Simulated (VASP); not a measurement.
Set up this calculation in VASP 6.6.1, as the native input.

```yaml
Task: single point
Functional: PBEsol
Potentials_or_basis: VASP PAW PBE potentials, release 64 (Al, Ni)
Cutoff: 520 eV
k_mesh: 16 × 16 × 16
Occupations: gaussian, width 0.15 eV
Spin: no spin polarisation
Dipole_correction: no
Further_INCAR_settings: ALGO = Fast; EDIFF = 1e-07; NBANDS = 14
```

The structure of AlNi lies in POSCAR:

```
AlNi
1.0
    2.8810000000      0.0000000000      0.0000000000
    0.0000000000      2.8810000000      0.0000000000
    0.0000000000      0.0000000000      2.8810000000
Al Ni
1 1
Direct
    0.0000000000      0.0000000000      0.0000000000
    0.5000000000      0.5000000000      0.5000000000
```

The input as run:

INCAR

```
ALGO     = Fast           # electronic algorithm
EDIFF    = 1E-7           # SCF threshold, eV
ENCUT    = 520            # plane-wave cutoff, eV
GGA      = PS             # functional
ISIF     = 2              # what is computed and relaxed
ISMEAR   = 0              # smearing method
LASPH    = True           # aspherical terms in the spheres
LCHARG   = True           # write CHGCAR
LELF     = True           # ELF
LREAL    = False          # projectors in reciprocal space
LVHAR    = True         
LWAVE    = False          # write WAVECAR
NBANDS   = 14             # bands
NELM     = 100            # most SCF steps
PREC     = Accurate       # precision mode
SIGMA    = 0.15           # smearing width, eV
```

KPOINTS

```
k-points
0
Gamma
  16 16 16
```

Potentials or basis: VASP PAW PBE potentials, release 64 (Al, Ni).

Run with:

```bash
$ cat potpaw_PBE.64/Al/POTCAR potpaw_PBE.64/Ni/POTCAR > POTCAR
$ mpirun -np 1 vasp_std > vasp.out
```

It gave:

```
Pressure : -3.1 GPa
```

Caveat: the PAW data sets were made with another functional, which shifts forces and pressure a little.

Run time: 21 s on 1 thread of Intel(R) Xeon(R) 6975P-C (Granite Rapids), on a shared host, peak memory 0.16 GiB.
